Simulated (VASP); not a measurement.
# AlNi3 (Fm-3m) in VASP: a series of runs, part 2 of 2

VASP 6.6.1. Earlier steps stand in the parts before.

### 3 Single point, PBE

This run uses another cell than the first one, of 11.71 Å³/atom, 1.055 times its volume.

File INCAR:

```
ALGO = Normal
EDIFF = 1E-6
ENCUT = 520
GGA = PE
ISIF = 2
ISMEAR = 0
LASPH = True
LCHARG = True
LELF = True
LREAL = False
LVHAR = True
LWAVE = False
NBANDS = 24
NELM = 100
PREC = Accurate
SIGMA = 0.15
```

File KPOINTS:

```
k-points
0
Gamma
  14 14 14
```

File POSCAR:

```
AlNi3
1.0
    0.0000000000      2.8609102682      2.8609102682
    2.8609102682      0.0000000000      2.8609102682
    2.8609102682      2.8609102682      0.0000000000
Al Ni
1 3
Direct
    0.5000000000      0.5000000000      0.5000000000
    0.2500000000      0.2500000000      0.2500000000
    0.0000000000      0.0000000000      0.0000000000
    0.7500000000      0.7500000000      0.7500000000
```

Potentials or basis: VASP PAW PBE potentials, release 64 (Al, Ni).

Command:

```bash
$ cat potpaw_PBE.64/Al/POTCAR potpaw_PBE.64/Ni/POTCAR > POTCAR
$ mpirun -np 1 vasp_std > vasp.out
```

OUTCAR:

```text
EDIFF = 1E-6
   ENCUT = 520
   GGA = PE
   ISIF = 2
   ISMEAR = 0
   LASPH = True
   LREAL = False
   NELM = 100
   PREC = Accurate

 ion  position               nearest neighbor table
   1  0.500  0.500  0.500-   2 2.48   2 2.48   2 2.48   2 2.48   4 2.48   4 2.48   4 2.48   4 2.48
                             3 2.86   3 2.86   3 2.86   3 2.86   3 2.86   3 2.86
   2  0.250  0.250  0.250-   3 2.48   3 2.48   3 2.48   1 2.48   3 2.48   1 2.48   1 2.48   1 2.48
                             4 2.86   4 2.86   4 2.86   4 2.86   4 2.86   4 2.86
   3  0.000  0.000  0.000-   4 2.48   4 2.48   4 2.48   2 2.48   4 2.48   2 2.48   2 2.48   2 2.48
                             1 2.86   1 2.86   1 2.86   1 2.86   1 2.86   1 2.86
   4  0.750  0.750  0.750-   1 2.48   1 2.48   1 2.48   1 2.48   3 2.48   3 2.48   3 2.48   3 2.48
                             2 2.86   2 2.86   2 2.86   2 2.86   2 2.86   2 2.86

  LATTYP: Found a face centered cubic cell.
 ALAT       =     5.7218205364

  Lattice vectors:

 A1 = (   0.0000000000,   2.8609102682,   2.8609102682)
 A2 = (   2.8609102682,   0.0000000000,   2.8609102682)
 A3 = (   2.8609102682,   2.8609102682,   0.0000000000)

Analysis of symmetry for initial positions (statically):
[... 171 lines left out ...]
  ext. energy  EPLUGINS =         0.00000000
  ---------------------------------------------------
  free energy    TOTEN  =       -21.68848858 eV

  energy without entropy =      -21.65428387  energy(sigma->0) =      -21.67138623

 E-fermi :   9.1088     XC(G=0): -12.4801

 val. band max:        9.0990612206   @ k =  -0.4286   0.4286   0.0000
 cond. band min:       9.1230010309   @ k =   0.5000   0.4286   0.0000
 fundamental gap:      0.0239398103
 Fermi energy:         9.1087883982

 k-point     1 :       0.0000    0.0000    0.0000
  band No.  band energies     occupation
      1      -0.6481      2.00000
      2       5.8350      2.00000
      3       5.8350      2.00000
      4       5.9098      2.00000
      5       5.9098      2.00000
      6       5.9098      2.00000
[... 637 lines left out ...]
     23      16.5277      0.00000
     24      18.3828      0.00000

 [... further k-points ...]
[... 5 lines left out ...]
  --------------------------------------------------------------------------------------
  -------------------------------------------------------------------------------------
  Total       -1.2704131     -1.2704131     -1.2704131      0.0000000      0.0000000      0.0000000
  in kB      -43.4623125    -43.4623125    -43.4623125      0.0000000      0.0000000      0.0000000
  external PRESSURE =     -43.4623125 kB  Pullay stress =       0.0000000 kB

 VOLUME and BASIS-vectors are now :
 -----------------------------------------------------------------------------
  energy-cutoff  :      520.00
  volume of cell :       46.83
      direct lattice vectors                 reciprocal lattice vectors
     0.000000000  2.860910268  2.860910268    -0.174769550  0.174769550  0.174769550
     2.860910268  0.000000000  2.860910268     0.174769550 -0.174769550  0.174769550
     2.860910268  2.860910268  0.000000000     0.174769550  0.174769550 -0.174769550

 POSITION                                       TOTAL-FORCE (eV/Angst)
 -----------------------------------------------------------------------------------
      2.86091      2.86091      2.86091        -0.000000     -0.000000     -0.000000
      1.43046      1.43046      1.43046         0.000000      0.000000      0.000000
      0.00000      0.00000      0.00000        -0.000000     -0.000000     -0.000000
      4.29137      4.29137      4.29137         0.000000      0.000000     -0.000000
 -----------------------------------------------------------------------------------
    total drift:                                0.000000     -0.000000      0.000000

  FREE ENERGIE OF THE ION-ELECTRON SYSTEM (eV)
  ---------------------------------------------------
  free  energy   TOTEN  =       -21.6884885811 eV

  energy  without entropy=      -21.6542838726  energy(sigma->0) =      -21.67138623
```

stdout:

```text
POSCAR found type information on POSCAR AlNi
 POSCAR found :  2 types and       4 ions
 scaLAPACK will be used
 LDA part: xc-table for (Slater+PW92), standard interpolation
 POSCAR, INCAR and KPOINTS ok, starting setup
 FFT: planning ... GRIDC
 FFT: planning ... GRID_SOFT
 FFT: planning ... GRID
 WAVECAR not read
 entering main loop
```

Wall time 53 s (1 thread of Intel Xeon 6975P-C (Granite Rapids), shared host); peak memory 0.24 GiB.

Results:

| Item | Value |
| --- | --- |
| Free energy | -21.6885 eV |
| Pressure | -4.3 GPa |

Levels at points of the mesh, in eV from the Fermi level:
| k point | band 14 | band 15 | band 16 | band 17 | band 18 | band 19 |
| --- | --- | --- | --- | --- | --- | --- |
| (0.00, 0.00, 0.00) | -0.52 | -0.49 | -0.49 | 5.28 | 5.28 | 5.28 |
| (0.50, 0.00, 0.00) | -0.60 | -0.44 | -0.44 | -0.14 | 4.21 | 4.21 |
| (0.50, 0.50, 0.00) | -0.69 | -0.55 | -0.37 | -0.32 | -0.32 | -0.05 |

Spin polarisation is off, so any magnetic state and its effect on volume and gap are missing.

### 4 Single point, PBE

This run uses another cell than the first one, of 12.01 Å³/atom, 1.082 times its volume.

File INCAR:

```
PREC = Accurate
ENCUT = 520
EDIFF = 1E-6
ISMEAR = 0
SIGMA = 0.15
LREAL = False
LASPH = True
NELM = 60
ALGO = Normal
ISIF = 2
LWAVE = False
LCHARG = False
GGA = PE
NBANDS = 24
```

File KPOINTS:

```
Automatic mesh
0
Gamma
  14 14 14
```

File POSCAR:

```
AlNi3
1.0
    0.0000000000      2.8854603200      2.8854603200
    2.8854603200      0.0000000000      2.8854603200
    2.8854603200      2.8854603200      0.0000000000
Al Ni
1 3
Direct
    0.5000000000      0.5000000000      0.5000000000
    0.2500000000      0.2500000000      0.2500000000
    0.0000000000      0.0000000000      0.0000000000
    0.7500000000      0.7500000000      0.7500000000
```

Command:

```bash
$ cat potpaw_PBE.64/Al/POTCAR potpaw_PBE.64/Ni/POTCAR > POTCAR
$ mpirun -np 1 vasp_std > vasp.out
```

It took 53 s on 1 thread of Intel Xeon 6975P-C (Granite Rapids), shared host; peak memory 0.24 GiB.

It converged, with:

```
Free energy : -21.6408 eV
Pressure    : -8.1 GPa
```

Levels at points of the mesh, in eV from the Fermi level:
```
           k point  band 14  band 15  band 16  band 17  band 18  band 19
(0.00, 0.00, 0.00)    -0.50    -0.47    -0.47     5.21     5.21     5.21
(0.50, 0.00, 0.00)    -0.58    -0.43    -0.43    -0.14     4.16     4.16
(0.50, 0.50, 0.00)    -0.66    -0.53    -0.36    -0.31    -0.31    -0.05
```

Spin polarisation is off, so any magnetic state and its effect on volume and gap are missing.

### 5 Summary

```tsv
cell	gap on the mesh (eV)	pressure (GPa)
a = 3.975 Å, angles 60.0°, 4 atoms	none	5.2
a = 4.046 Å, angles 60.0°, 4 atoms	none	-4.3
a = 4.081 Å, angles 60.0°, 4 atoms	none	-8.1
```

Alike in all rows: task single point; level PBE; potentials or basis VASP PAW PBE potentials, release 64 (Al, Ni); no spin polarisation; k mesh 14 × 14 × 14; cutoff (eV) 520; smearing gaussian 0.15 eV.

Total energies depend on the potentials used, so only differences within one code and one set of settings carry meaning.
